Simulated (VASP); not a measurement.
# C (Fd-3m) in VASP: further runs, part 2 of 2

VASP 6.6.1. The steps go on from the part before.

## (3) Single point, PBE-based screened hybrid with 25 % exact exchange

Input file POSCAR:

```
C
1.0
    0.0000000000      1.7833700000      1.7833700000
    1.7833700000      0.0000000000      1.7833700000
    1.7833700000      1.7833700000      0.0000000000
C
2
Direct
    0.7500000000      0.7500000000      0.7500000000
    0.5000000000      0.5000000000      0.5000000000
```

Input file INCAR.step1:

```
PREC = Accurate
ENCUT = 520
EDIFF = 1E-5
ISMEAR = -1
SIGMA = 0.05
LREAL = False
LASPH = True
NELM = 60
ALGO = Normal
ISIF = 2
LWAVE = True
LCHARG = False
GGA = PE
NBANDS = 11
```

Input file INCAR.step2:

```
PREC = Accurate
ENCUT = 520
EDIFF = 1E-6
ISMEAR = -1
SIGMA = 0.05
LREAL = False
LASPH = True
NELM = 60
ALGO = Normal
ISIF = 2
LWAVE = False
LCHARG = False
GGA = PE
LHFCALC = True
AEXX = 0.25
HFSCREEN = 0.1
PRECFOCK = Normal
ISTART = 1
NBANDS = 11
```

Input file KPOINTS:

```
regular mesh
0
Gamma
  7 7 7
```

Potentials or basis: VASP PAW PBE potentials, release 64 (C).

Command:

```
$ cat potpaw_PBE.64/C/POTCAR > POTCAR
$ cp INCAR.step1 INCAR
$ mpirun -np 1 vasp_std > vasp.out
$ cp INCAR.step2 INCAR
$ mpirun -np 1 vasp_std > vasp.out
```

OUTCAR:

```text
PREC = Accurate
   ENCUT = 520
   EDIFF = 1E-6
   ISMEAR = -1
   LREAL = False
   LASPH = True
   NELM = 60
   ISIF = 2
   GGA = PE
   LHFCALC = True
   AEXX = 0.25
   HFSCREEN = 0.1
   PRECFOCK = Normal
   ISTART = 1

 ion  position               nearest neighbor table
   1  0.750  0.750  0.750-   2 1.54   2 1.54   2 1.54   2 1.54
   2  0.500  0.500  0.500-   1 1.54   1 1.54   1 1.54   1 1.54

  LATTYP: Found a face centered cubic cell.
 ALAT       =     3.5667400000

  Lattice vectors:

 A1 = (   0.0000000000,   1.7833700000,   1.7833700000)
 A2 = (   1.7833700000,   0.0000000000,   1.7833700000)
 A3 = (   1.7833700000,   1.7833700000,   0.0000000000)

Analysis of symmetry for initial positions (statically):
=====================================================================
 Subroutine PRICEL returns:
 Original cell was already a primitive cell.

 Routine SETGRP: Setting up the symmetry group for a
 face centered cubic supercell.

 Subroutine GETGRP returns: Found 48 space group operations
 (whereof 24 operations were pure point group operations)
 out of a pool of 48 trial point group operations.

The static configuration has the point symmetry T_d .
 The point group associated with its full space group is O_h .

Analysis of symmetry for dynamics (positions and initial velocities):
=====================================================================
 Subroutine PRICEL returns:
 Original cell was already a primitive cell.

 Routine SETGRP: Setting up the symmetry group for a
 face centered cubic supercell.

 Subroutine GETGRP returns: Found 48 space group operations
 (whereof 24 operations were pure point group operations)
 out of a pool of 48 trial point group operations.

The dynamic configuration has the point symmetry T_d .
 The point group associated with its full space group is O_h .

 Subroutine INISYM returns: Found 48 space group operations
[... 123 lines left out ...]
   NKREDZ  =     1    reduce k-point grid by
   AEXX    =    0.2500 exact exchange contribution
   HFSCREEN=    0.1000 screening length (either q_TF or 0.3 A-1)
   HFSCREENC=   0.1000 screening length for correlation (either q_TF or 0.3 A-1)
   ENCUTFOCK=  -1.0 apply spherical cutoff to Coloumb kernel
   IVDW    =     0    specifies the selected vdW correction
   LEPSILON=     F    determine dielectric tensor
   LRPA    =     F    only Hartree local field effects (RPA)
 non-spin polarized calculation
  energy-cutoff  :      520.00
  volume of cell :       11.34
 maximum number of plane-waves:       314
  NGX = 16; NGY = 16; NGZ = 16

 number of electron       7.9999999 magnetization

 Free energy of the ion-electron system (eV)
  ---------------------------------------------------
  ext. energy  EPLUGINS =         0.00000000
  ---------------------------------------------------
  free energy    TOTEN  =       -21.60719215 eV

  energy without entropy =      -21.60719215  energy(sigma->0) =      -21.60719215

 E-fermi :  10.0839     XC(G=0): -10.6297

 val. band max:        8.9326084068   @ k =   0.0000   0.0000   0.0000
 cond. band min:      14.6854339884   @ k =   0.4286   0.4286   0.0000
 fundamental gap:      5.7528255816
 Fermi energy:        10.0838751144

 k-point     1 :       0.0000    0.0000    0.0000
  band No.  band energies     occupation
      1     -14.6584      2.00000
      2       8.9326      2.00000
      3       8.9326      2.00000
      4       8.9326      2.00000
      5      16.2531      0.00000
      6      16.2531      0.00000
      7      16.2531      0.00000
      8      24.5715      0.00000
      9      30.1331      0.00000
     10      37.6043      0.00000
     11      37.6043      0.00000
[... 253 lines left out ...]
 k-point    20 :      -0.2857    0.4286    0.1429
  band No.  band energies     occupation
      1      -5.4951      2.00000
      2      -3.6416      2.00000
      3      -1.0457      2.00000
      4       1.7274      2.00000
      5      18.8406      0.00000
      6      22.7406      0.00000
      7      24.0995      0.00000
      8      24.9215      0.00000
      9      30.6213      0.00000
     10      34.4746      0.00000
     11      39.1309      0.00000

------------------------ aborting loop because EDIFF is reached ----------------------------------------

  FORCE on cell =-STRESS in cart. coord.  units (eV):
  Direction    XX          YY          ZZ          XY          YZ          ZX
  --------------------------------------------------------------------------------------
  -------------------------------------------------------------------------------------
  Total       -0.5428275     -0.5428275     -0.5428275     -0.0000000      0.0000000      0.0000000
  in kB      -76.6686859    -76.6686859    -76.6686859     -0.0000000      0.0000000      0.0000000
  external PRESSURE =     -76.6686859 kB  Pullay stress =       0.0000000 kB

 VOLUME and BASIS-vectors are now :
 -----------------------------------------------------------------------------
  energy-cutoff  :      520.00
  volume of cell :       11.34
      direct lattice vectors                 reciprocal lattice vectors
     0.000000000  1.783370000  1.783370000    -0.280368067  0.280368067  0.280368067
     1.783370000  0.000000000  1.783370000     0.280368067 -0.280368067  0.280368067
     1.783370000  1.783370000  0.000000000     0.280368067  0.280368067 -0.280368067

 POSITION                                       TOTAL-FORCE (eV/Angst)
 -----------------------------------------------------------------------------------
      2.67505      2.67505      2.67505         0.000000     -0.000000     -0.000000
      1.78337      1.78337      1.78337        -0.000000      0.000000      0.000000
 -----------------------------------------------------------------------------------
    total drift:                               -0.000000     -0.000000     -0.000000

  FREE ENERGIE OF THE ION-ELECTRON SYSTEM (eV)
  ---------------------------------------------------
  free  energy   TOTEN  =       -21.6071921481 eV

  energy  without entropy=      -21.6071921481  energy(sigma->0) =      -21.60719215
```

OUTCAR.step1:

```text
PREC = Accurate
   ENCUT = 520
   EDIFF = 1E-5
   ISMEAR = -1
   LREAL = False
[... 496 lines left out ...]
      2.67505      2.67505      2.67505         0.000000     -0.000000      0.000000
      1.78337      1.78337      1.78337        -0.000000      0.000000     -0.000000
 -----------------------------------------------------------------------------------
    total drift:                                0.000000     -0.000000      0.000000

  FREE ENERGIE OF THE ION-ELECTRON SYSTEM (eV)
  ---------------------------------------------------
  free  energy   TOTEN  =       -18.1825234094 eV

  energy  without entropy=      -18.1825234094  energy(sigma->0) =      -18.18252341
```

Run time: 3.5 min. Hardware: 1 thread of Intel Xeon Platinum 8488C (Sapphire Rapids), shared host; peak memory 0.22 GiB.

What came out:

```yaml
Free_energy: -21.6072 eV
Pressure: -7.7 GPa
Band_gap_on_the_k_mesh: 5.75 eV (least direct gap 7.32 eV)
```

Caveat: the k points lie up to 0.44 Å⁻¹ apart; the PAW data sets were made with another functional, which shifts forces and pressure a little; an odd mesh through Γ misses points on the zone boundary, where band edges can lie.

## (4) Single point, PBE-based screened hybrid with 25 % exact exchange

POSCAR is that of step 3.

Input file INCAR.step1:

```
ALGO = Normal
EDIFF = 1E-5
ENCUT = 520
GGA = PE
ISIF = 2
ISMEAR = -1
LASPH = True
LREAL = False
LWAVE = True
NBANDS = 11
NELM = 60
PREC = Accurate
SIGMA = 0.05
```

Input file INCAR.step2:

```
AEXX = 0.25
ALGO = Normal
EDIFF = 1E-6
ENCUT = 520
GGA = PE
HFSCREEN = 0.15
ISIF = 2
ISMEAR = -1
ISTART = 1
LASPH = True
LCHARG = True
LELF = True
LHFCALC = True
LREAL = False
LVHAR = True
LWAVE = False
NBANDS = 11
NELM = 60
PREC = Accurate
PRECFOCK = Normal
SIGMA = 0.05
```

Input file KPOINTS:

```
k-points
0
Gamma
  7 7 7
```

Potentials or basis: VASP PAW PBE potentials, release 64 (C).

Command:

```
$ cat potpaw_PBE.64/C/POTCAR > POTCAR
$ cp INCAR.step1 INCAR
$ mpirun -np 1 vasp_std > vasp.out
$ cp INCAR.step2 INCAR
$ mpirun -np 1 vasp_std > vasp.out
```

OUTCAR:

```text
AEXX = 0.25
   EDIFF = 1E-6
   ENCUT = 520
   GGA = PE
   HFSCREEN = 0.15
   ISIF = 2
   ISMEAR = -1
   ISTART = 1
   LASPH = True
   LHFCALC = True
   LREAL = False
   NELM = 60
   PREC = Accurate
   PRECFOCK = Normal

 ion  position               nearest neighbor table
   1  0.750  0.750  0.750-   2 1.54   2 1.54   2 1.54   2 1.54
   2  0.500  0.500  0.500-   1 1.54   1 1.54   1 1.54   1 1.54

  LATTYP: Found a face centered cubic cell.
 ALAT       =     3.5667400000

  Lattice vectors:

 A1 = (   0.0000000000,   1.7833700000,   1.7833700000)
 A2 = (   1.7833700000,   0.0000000000,   1.7833700000)
 A3 = (   1.7833700000,   1.7833700000,   0.0000000000)

Analysis of symmetry for initial positions (statically):
=====================================================================
 Subroutine PRICEL returns:
 Original cell was already a primitive cell.

 Routine SETGRP: Setting up the symmetry group for a
 face centered cubic supercell.

 Subroutine GETGRP returns: Found 48 space group operations
 (whereof 24 operations were pure point group operations)
 out of a pool of 48 trial point group operations.

[... 176 lines left out ...]
      2       9.0241      2.00000
      3       9.0241      2.00000
      4       9.0241      2.00000
      5      16.1670      0.00000
      6      16.1670      0.00000
      7      16.1670      0.00000
      8      24.4772      0.00000
      9      30.0472      0.00000
     10      37.5116      0.00000
     11      37.5116      0.00000
[... 253 lines left out ...]
 k-point    20 :      -0.2857    0.4286    0.1429
  band No.  band energies     occupation
      1      -5.3899      2.00000
      2      -3.5364      2.00000
      3      -0.9392      2.00000
      4       1.8301      2.00000
      5      18.7510      0.00000
      6      22.6481      0.00000
      7      24.0028      0.00000
      8      24.8258      0.00000
      9      30.5272      0.00000
     10      34.3798      0.00000
     11      39.0384      0.00000

------------------------ aborting loop because EDIFF is reached ----------------------------------------

  FORCE on cell =-STRESS in cart. coord.  units (eV):
  Direction    XX          YY          ZZ          XY          YZ          ZX
  --------------------------------------------------------------------------------------
  -------------------------------------------------------------------------------------
  Total       -0.5308421     -0.5308421     -0.5308421      0.0000000      0.0000000      0.0000000
  in kB      -74.9758771    -74.9758771    -74.9758771      0.0000000      0.0000000      0.0000000
  external PRESSURE =     -74.9758771 kB  Pullay stress =       0.0000000 kB

 VOLUME and BASIS-vectors are now :
 -----------------------------------------------------------------------------
  energy-cutoff  :      520.00
  volume of cell :       11.34
      direct lattice vectors                 reciprocal lattice vectors
     0.000000000  1.783370000  1.783370000    -0.280368067  0.280368067  0.280368067
     1.783370000  0.000000000  1.783370000     0.280368067 -0.280368067  0.280368067
     1.783370000  1.783370000  0.000000000     0.280368067  0.280368067 -0.280368067

 POSITION                                       TOTAL-FORCE (eV/Angst)
 -----------------------------------------------------------------------------------
      2.67505      2.67505      2.67505         0.000000      0.000000      0.000000
      1.78337      1.78337      1.78337         0.000000      0.000000      0.000000
 -----------------------------------------------------------------------------------
    total drift:                               -0.000000     -0.000000     -0.000000

  FREE ENERGIE OF THE ION-ELECTRON SYSTEM (eV)
  ---------------------------------------------------
  free  energy   TOTEN  =       -21.3397454611 eV

  energy  without entropy=      -21.3397454611  energy(sigma->0) =      -21.33974546
```

OUTCAR.step1:

```text
EDIFF = 1E-5
   ENCUT = 520
   GGA = PE
   ISIF = 2
   ISMEAR = -1
[... 495 lines left out ...]
 -----------------------------------------------------------------------------------
      2.67505      2.67505      2.67505         0.000000     -0.000000      0.000000
      1.78337      1.78337      1.78337        -0.000000      0.000000     -0.000000
 -----------------------------------------------------------------------------------
    total drift:                                0.000000     -0.000000      0.000000

  FREE ENERGIE OF THE ION-ELECTRON SYSTEM (eV)
  ---------------------------------------------------
  free  energy   TOTEN  =       -18.1825234094 eV

  energy  without entropy=      -18.1825234094  energy(sigma->0) =      -18.18252341
```

OSZICAR.step1:

```text
N       E                     dE             d eps       ncg     rms          rms(c)
DAV:   1     0.315874704559E+01    0.31587E+01   -0.47873E+03   448   0.697E+02
DAV:   2    -0.183516186142E+02   -0.21510E+02   -0.20953E+02   579   0.134E+02
DAV:   3    -0.188215177809E+02   -0.46990E+00   -0.46905E+00   509   0.153E+01
DAV:   4    -0.188222045303E+02   -0.68675E-03   -0.68674E-03   482   0.768E-01
DAV:   5    -0.188222052984E+02   -0.76815E-06   -0.76816E-06   506   0.236E-02    0.556E+00
DAV:   6    -0.183422517293E+02    0.47995E+00   -0.25109E-01   452   0.352E+00    0.332E+00
DAV:   7    -0.181806423746E+02    0.16161E+00   -0.30769E-01   473   0.395E+00    0.758E-01
DAV:   8    -0.181824614287E+02   -0.18191E-02   -0.85581E-03   455   0.690E-01    0.438E-02
DAV:   9    -0.181825028745E+02   -0.41446E-04   -0.63366E-05   533   0.639E-02    0.247E-02
DAV:  10    -0.181825233319E+02   -0.20457E-04   -0.15434E-05   455   0.345E-02    0.547E-03
DAV:  11    -0.181825234094E+02   -0.77545E-07   -0.24826E-07   229   0.456E-03
   1 F= -.18182523E+02 E0= -.18182523E+02  d E =-.475650E-10
```

It took 3.2 min on 1 thread of Intel Xeon Platinum 8488C (Sapphire Rapids), shared host; peak memory 0.22 GiB.

What came out:

```
Free energy            : -21.3397 eV
Pressure               : -7.5 GPa
Band gap on the k mesh : 5.58 eV (least direct gap 7.14 eV)
```

Caveat: the k points lie up to 0.44 Å⁻¹ apart; the PAW data sets were made with another functional, which shifts forces and pressure a little; an odd mesh through Γ misses points on the zone boundary, where band edges can lie.

## (5) The runs side by side

```csv
level,share of exact exchange,screening parameter,gap on the mesh (eV),pressure (GPa)
BHLYP,0.5,-,8.58,-8.8
PBE-based screened hybrid with 25 % exact exchange,0.25,0.1 1/Å,5.75,-7.7
PBE-based screened hybrid with 25 % exact exchange,0.25,0.15 1/Å,5.58,-7.5
```

Alike in all rows: task single point; potentials or basis VASP PAW PBE potentials, release 64 (C); no spin polarisation; cell as given; k mesh 7 × 7 × 7; cutoff (eV) 520; smearing fermi-dirac 0.05 eV.

Caveats: all runs use coarse meshes; the PAW data sets were made with another functional, which shifts forces and pressure a little; an odd mesh through Γ misses points on the zone boundary, where band edges can lie.

Absolute energies hang on the potentials; compare differences alone.
